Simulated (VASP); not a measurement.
# Si32O (a cell with a defect) in VASP: single point with PBE

Aim: the single point of Si32O (a cell with a defect) with PBE.

All numbers are computed with VASP 6.6.1; they aren't measurements. Logs are shortened: lines on timing, memory, paths and dates and some standing lists are left out, and cuts for length are marked.

### 1 The cell of the first run

The cell holds a defect, 33 atoms: a = 9.474 Å, b = 9.474 Å, c = 9.474 Å, α = 109.47°, β = 109.47°, γ = 109.47°.

### 2 Single point, PBE

Input file INCAR:

```
PREC = Accurate
ENCUT = 520
EDIFF = 1E-7
ISMEAR = 0
SIGMA = 0.02
LREAL = Auto
LASPH = T
NELM = 80
ALGO = Normal
ISIF = 2
LWAVE = F
LCHARG = T
GGA = PE
LELF = T
LVHAR = T
NBANDS = 89
```

Input file KPOINTS:

```
Automatic mesh
0
Gamma
  2 2 2
  0.5 0.5 0.5
```

Input file POSCAR:

```
Si32O
1.0
    5.4700937548      5.4700937548      5.4700937548
    5.4700937548     -5.4700937548     -5.4700937548
   -5.4700937548      5.4700937548     -5.4700937548
Si O
32 1
Direct
    0.7488969447      0.7492026067      0.2475804000
   -0.0008636963      0.7508515730     -0.0024218963
    0.7414052998      0.4847031182      0.4912372841
    0.2483128372      0.7507408802      0.7488781150
    0.0030588141      0.5014971631      0.2507595960
    0.4916899272      0.7457905994      0.4953369396
    0.2527048095      0.5074306994      0.0021358866
    0.7496197842      0.2500178354      0.7491618396
   -0.0002734871      0.2503324552      0.4987126587
    0.5030461311      0.5036538903      0.7577587672
    0.7496978450     -0.0003204698     -0.0016360780
    0.2631772077      0.2644145722      0.2723548383
    0.5151418104      0.2593611853      0.0072726359
   -0.0431251292     -0.0455063498      0.7091508252
    0.2496855742     -0.0001744943      0.4986307589
    0.4986350549     -0.0018476831      0.2483643902
    0.5009011039      0.7522119701      0.2507114250
    0.7511945287      0.7515769719      0.0016943037
    0.5084008839      0.5086598374      0.5150857785
   -0.0135430951      0.7274358865      0.7354820009
    0.7587297743      0.5049631001      0.2544997513
    0.2472440255      0.7494227126      0.4987034267
    0.0001529224      0.5014297968      0.0001669990
    0.5002026698      0.2508751333      0.7500697765
    0.7467858291      0.2420804943      0.4963005429
    0.2501990023      0.5013767813      0.7497169489
    0.5001112637      0.0017459481      0.0003471604
    0.0014858063      0.2511264087      0.2493285419
    0.2932679168      0.2908690548      0.0455476654
    0.7353265191     -0.0068170678      0.7411205697
   -0.0030440977     -0.0022646778      0.4923232801
    0.2507833616      0.0024766486      0.2492178491
    0.1259918990      0.0993521362     -0.1002619013
```

Potentials or basis: VASP PAW PBE potentials, release 64 (Si, O).

Run with:

```bash
> cat potpaw_PBE.64/Si/POTCAR potpaw_PBE.64/O/POTCAR > POTCAR
> mpirun -np 1 vasp_std > vasp.out
```

OUTCAR:

```text
PREC = Accurate
   ENCUT = 520
   EDIFF = 1E-7
   ISMEAR = 0
   LREAL = Auto
   LASPH = T
   NELM = 80
   ISIF = 2
   GGA = PE

 ion  position               nearest neighbor table
   1  0.749  0.749  0.248-  31 2.34  18 2.34  21 2.37  17 2.37
   2  0.999  0.751  0.998-  18 2.36  23 2.37  20 2.38  32 2.38
   3  0.741  0.485  0.491-  20 2.31  25 2.33  21 2.37  19 2.37
   4  0.248  0.751  0.749-  22 2.36  26 2.37  20 2.37  27 2.38
   5  0.003  0.501  0.251-  22 2.34  21 2.34  28 2.36  23 2.36
   6  0.492  0.746  0.495-  30 2.33  22 2.34  19 2.37  17 2.37
[... 24 lines left out ...]
  31  0.997  0.998  0.492-   1 2.34  14 2.35   9 2.36  15 2.37
  32  0.251  0.002  0.249-  16 2.36  15 2.37  12 2.38   2 2.38
  33  0.126  0.099  0.900-  14 1.63  29 1.63

  LATTYP: Found a body centered cubic cell.
 ALAT       =    10.9401875096

  Lattice vectors:

 A1 = (   5.4700937548,   5.4700937548,   5.4700937548)
 A2 = (   5.4700937548,  -5.4700937548,  -5.4700937548)
 A3 = (  -5.4700937548,   5.4700937548,  -5.4700937548)

Analysis of symmetry for initial positions (statically):
=====================================================================
 Subroutine PRICEL returns:
 Original cell was already a primitive cell.

 Routine SETGRP: Setting up the symmetry group for a
 body centered cubic supercell.

 Subroutine GETGRP returns: Found  1 space group operations
 (whereof  1 operations were pure point group operations)
 out of a pool of 48 trial point group operations.

The static configuration has the point symmetry C_1 .

Analysis of symmetry for dynamics (positions and initial velocities):
=====================================================================
 Subroutine PRICEL returns:
 Original cell was already a primitive cell.

 Routine SETGRP: Setting up the symmetry group for a
 body centered cubic supercell.

 Subroutine GETGRP returns: Found  1 space group operations
 (whereof  1 operations were pure point group operations)
 out of a pool of 48 trial point group operations.

The dynamic configuration has the point symmetry C_1 .

 Subroutine INISYM returns: Found  1 space group operations
 (whereof  1 operations are pure point group operations),
 and found     1 'primitive' translations

----------------------------------------------------------------------------------------

                                     Primitive cell

  volume of cell :     654.7030

  direct lattice vectors                    reciprocal lattice vectors
     5.470093755  5.470093755  5.470093755     0.091406112  0.091406112  0.000000000
     5.470093755 -5.470093755 -5.470093755     0.091406112  0.000000000 -0.091406112
    -5.470093755  5.470093755 -5.470093755     0.000000000  0.091406112 -0.091406112

  length of vectors
     9.474480305  9.474480305  9.474480305     0.129267763  0.129267763  0.129267763

  position of ions in fractional coordinates (direct lattice)
     0.748896945  0.749202607  0.247580400
     0.999136304  0.750851573  0.997578104
     0.741405300  0.484703118  0.491237284
     0.248312837  0.750740880  0.748878115
     0.003058814  0.501497163  0.250759596
     0.491689927  0.745790599  0.495336940
[... 25 lines left out ...]
     0.250783362  0.002476649  0.249217849
     0.125991899  0.099352136  0.899738099

  ion indices of the primitive-cell ions
   primitive index   ion index
                 1           1
                 2           2
                 3           3
                 4           4
                 5           5
                 6           6
[... 25 lines left out ...]
                32          32
                33          33

----------------------------------------------------------------------------------------

 KPOINTS: Automatic mesh

Automatic generation of k-mesh.
 Grid dimensions read from file:
 generate k-points for:    2    2    2

 Generating k-lattice:

  Cartesian coordinates                     Fractional coordinates (reciprocal lattice)
     0.045703056  0.045703056  0.000000000     0.500000000  0.000000000  0.000000000
     0.045703056  0.000000000 -0.045703056     0.000000000  0.500000000  0.000000000
     0.000000000  0.045703056 -0.045703056     0.000000000  0.000000000  0.500000000

  Length of vectors
     0.064633881  0.064633881  0.064633881

  Shift w.r.t. Gamma in fractional coordinates (k-lattice)
     0.500000000  0.500000000  0.500000000

 Subroutine IBZKPT returns following result:
 ===========================================

 Found      4 irreducible k-points:

 Following reciprocal coordinates:
            Coordinates               Weight
  0.250000  0.250000  0.250000      2.000000
 -0.250000  0.250000  0.250000      2.000000
  0.250000 -0.250000  0.250000      2.000000
  0.250000  0.250000 -0.250000      2.000000
   k-points           NKPTS =      4   k-points in BZ     NKDIM =      4   number of bands    NBANDS=     89
   number of dos      NEDOS =    301   number of ions     NIONS =     33
   total plane-waves  NPLWV = 343000
   dimension x,y,z NGX =    70 NGY =   70 NGZ =   70
   dimension x,y,z NGXF=   140 NGYF=  140 NGZF=  140
   ions per type =              32   1
   NGX,Y,Z   is equivalent  to a cutoff of  12.28, 12.28, 12.28 a.u.
   NGXF,Y,Z  is equivalent  to a cutoff of  24.57, 24.57, 24.57 a.u.
 SYSTEM =  unknown system
   PREC   = accura    normal or accurate (medium, high low for compatibility)
   ISTART =      0    job   : 0-new  1-cont  2-samecut
   ICHARG =      2    charge: 1-file 2-atom 10-const
   ISPIN  =      1    spin polarized calculation?
   LNONCOLLINEAR =      F non collinear calculations
   LSORBIT =      F    spin-orbit coupling
   LASPH  =      T    aspherical Exc in radial PAW
   ENCUT  =  520.0 eV  38.22 Ry    6.18 a.u.  17.62 17.62 17.62*2*pi/ulx,y,z
   NELM   =     80;   NELMIN=  2; NELMDL= -5     # of ELM steps
   EDIFF  = 0.1E-06   stopping-criterion for ELM
   LREAL  =      T    real-space projection
   EDIFFG = 0.1E-05   stopping-criterion for IOM
   NSW    =      0    number of steps for IOM
   IBRION =     -1    ionic relax: 0-MD 1-quasi-New 2-CG
   NFREE  =      0    steps in history (QN), initial steepest desc. (CG)
   ISIF   =      2    stress and relaxation
   ISYM   =      2    0-nonsym 1-usesym 2-fastsym
   POTIM  = 0.5000    time-step for ionic-motion
   TEBEG  =    0.0;   TEEND  =   0.0 temperature during run
   PSTRESS=    0.0 pullay stress
   NELECT =     134.0000    total number of electrons
   NUPDOWN=      -1.0000    fix difference up-down
   EMIN   =  10.00;   EMAX   =-10.00  energy-range for DOS
   EFERMI =   0.00;   METHOD = LEGACY
   ISMEAR =     0;   SIGMA  =   0.02  broadening in eV -4-tet -1-fermi 0-gaus
   EFERMI_NEDOS =   21; number of points for ismear=-14 and -15
   IALGO  =     38    algorithm
   IMIX   =      4    mixing-type and parameters
     AMIX     =   0.40;   BMIX     =  1.00
     AMIX_MAG =   1.60;   BMIX_MAG =  1.00
  volume/ion in A,a.u.               =      19.84       133.88
  Fermi-wavevector in a.u.,A,eV,Ry     =   0.964780  1.823170 12.664311  0.930801
  Thomas-Fermi vector in A             =   2.094441
   LORBIT       =      0    0 simple, 1 ext, 2 COOP (PROOUT), +10 PAW based schemes
   GGA     = PE    functional components
   LHFCALC =     F    Hartree Fock is set to
   AEXX    =    0.0000 exact exchange contribution
   IVDW    =     0    specifies the selected vdW correction
   LEPSILON=     F    determine dielectric tensor
   LRPA    =     F    only Hartree local field effects (RPA)
 non-spin polarized calculation
 Gauss-broadening in eV      SIGMA  =   0.02
  energy-cutoff  :      520.00
  volume of cell :      654.70
 maximum number of plane-waves:     17628
 NGX is ok and might be reduce to    70
   NGX = 35   NGY = 35   NGZ = 35

 number of electron     134.0000004 magnetization

 Free energy of the ion-electron system (eV)
  ---------------------------------------------------
  ext. energy  EPLUGINS =         0.00000000
  ---------------------------------------------------
  free energy    TOTEN  =      -180.93655105 eV

  energy without entropy =     -180.93655105  energy(sigma->0) =     -180.93655105

 E-fermi :   5.2799     XC(G=0):  -9.3733

 val. band max:        5.1149935006   @ k =   0.2500  -0.2500   0.2500
 cond. band min:       6.4084227915   @ k =   0.2500  -0.2500   0.2500
 fundamental gap:      1.2934292908
 Fermi energy:         5.2799440361

 k-point     1 :       0.2500    0.2500    0.2500
  band No.  band energies     occupation
      1     -14.6773      2.00000
      2      -5.6020      2.00000
      3      -5.4005      2.00000
      4      -5.4001      2.00000
      5      -5.0766      2.00000
      6      -4.6459      2.00000
[... 71 lines left out ...]
     78       7.4490      0.00000
     79       7.4615      0.00000

 k-point     2 :      -0.2500    0.2500    0.2500
  band No.  band energies     occupation
      1     -14.6773      2.00000
      2      -5.8788      2.00000
      3      -5.2244      2.00000
      4      -4.9118      2.00000
      5      -4.8484      2.00000
      6      -4.7082      2.00000
[... 71 lines left out ...]
     78       8.0419      0.00000
     79       8.0523      0.00000

 k-point     3 :       0.2500   -0.2500    0.2500
  band No.  band energies     occupation
      1     -14.6773      2.00000
      2      -5.8780      2.00000
      3      -5.2281      2.00000
      4      -4.9125      2.00000
      5      -4.8476      2.00000
      6      -4.7053      2.00000
[... 71 lines left out ...]
     78       8.0395      0.00000
     79       8.0514      0.00000

 k-point     4 :       0.2500    0.2500   -0.2500
  band No.  band energies     occupation
      1     -14.6773      2.00000
      2      -5.8780      2.00000
      3      -5.2278      2.00000
      4      -4.9124      2.00000
      5      -4.8476      2.00000
      6      -4.7055      2.00000
[... 71 lines left out ...]
     78       8.0396      0.00000
     79       8.0515      0.00000
 [bands above 79 left out]

------------------------ aborting loop because EDIFF is reached ----------------------------------------

  FORCE on cell =-STRESS in cart. coord.  units (eV):
  Direction    XX          YY          ZZ          XY          YZ          ZX
  --------------------------------------------------------------------------------------
  -------------------------------------------------------------------------------------
  Total        6.9020176      6.9012306      6.9978142      4.5171579     -4.5539775     -4.5580877
  in kB       16.8904936     16.8885679     17.1249255     11.0543078    -11.1444119    -11.1544704
  external PRESSURE =      16.9679957 kB  Pullay stress =       0.0000000 kB

 VOLUME and BASIS-vectors are now :
 -----------------------------------------------------------------------------
  energy-cutoff  :      520.00
  volume of cell :      654.70
      direct lattice vectors                 reciprocal lattice vectors
     5.470093755  5.470093755  5.470093755     0.091406112  0.091406112  0.000000000
     5.470093755 -5.470093755 -5.470093755     0.091406112  0.000000000 -0.091406112
    -5.470093755  5.470093755 -5.470093755     0.000000000  0.091406112 -0.091406112

 POSITION                                       TOTAL-FORCE (eV/Angst)
 -----------------------------------------------------------------------------------
      6.84046      1.35262     -1.35596        -0.000322      0.001398     -0.000989
      4.11575      6.81499     -4.09871         0.000278      0.000501     -0.000912
      4.01981      4.09130     -1.28293         0.003119      0.002757      0.000045
      1.36848      1.34810     -6.84476        -0.001237      0.000786      0.002018
      1.38829     -1.35483     -4.09818        -0.000317     -0.002118     -0.001366
      4.05960      1.31958     -4.09949         0.001135      0.000990     -0.002841
[... 25 lines left out ...]
      0.02211      2.72151     -0.00498         0.001014      0.000222      0.000063
     -3.68900      5.06737     -4.77593        -0.004771      0.001141      0.001199
 -----------------------------------------------------------------------------------
    total drift:                               -0.006049      0.007915     -0.008326

  FREE ENERGIE OF THE ION-ELECTRON SYSTEM (eV)
  ---------------------------------------------------
  free  energy   TOTEN  =      -180.9365510549 eV

  energy  without entropy=     -180.9365510549  energy(sigma->0) =     -180.93655105
```

Run time: 9.3 min. Hardware: 1 thread of Intel Xeon Platinum 8259CL at 2.50GHz (Skylake/Cascade Lake), shared host; peak memory 0.73 GiB.

Results:

- Free energy: -180.9366 eV
- Pressure: 1.7 GPa
- Largest force: 0.052 eV/Å
- Band gap on the k mesh: 1.29 eV

Forces on the atoms (eV/Å):
```
Si   0.000  0.001 -0.001
Si   0.000  0.001 -0.001
Si   0.003  0.003  0.000
Si  -0.001  0.001  0.002
Si   0.000 -0.002 -0.001
Si   0.001  0.001 -0.003
Si   0.000  0.004 -0.001
Si  -0.002  0.000  0.002
Si  -0.002  0.001 -0.002
Si  -0.002 -0.001 -0.001
Si   0.001  0.002 -0.001
Si   0.005  0.000  0.000
Si  -0.001  0.000  0.000
Si  -0.028 -0.031  0.030
Si  -0.001  0.002 -0.001
Si   0.003  0.000 -0.001
Si   0.002 -0.003  0.001
Si  -0.002  0.000 -0.001
Si  -0.003 -0.001  0.002
Si   0.001 -0.006 -0.001
Si  -0.001  0.000  0.001
Si   0.000 -0.002  0.001
Si  -0.002  0.001  0.001
Si   0.002 -0.001 -0.002
Si  -0.002 -0.003 -0.002
Si   0.002  0.002  0.000
Si  -0.001  0.001  0.003
Si   0.005  0.000  0.000
Si   0.030  0.030 -0.028
Si   0.001 -0.001  0.004
Si  -0.002  0.003 -0.001
Si   0.001  0.000  0.000
O   -0.005  0.001  0.001
```

Stress tensor (GPa, compression positive):
```
 1.69  1.11 -1.12
 1.11  1.69 -1.11
-1.12 -1.11  1.71
```
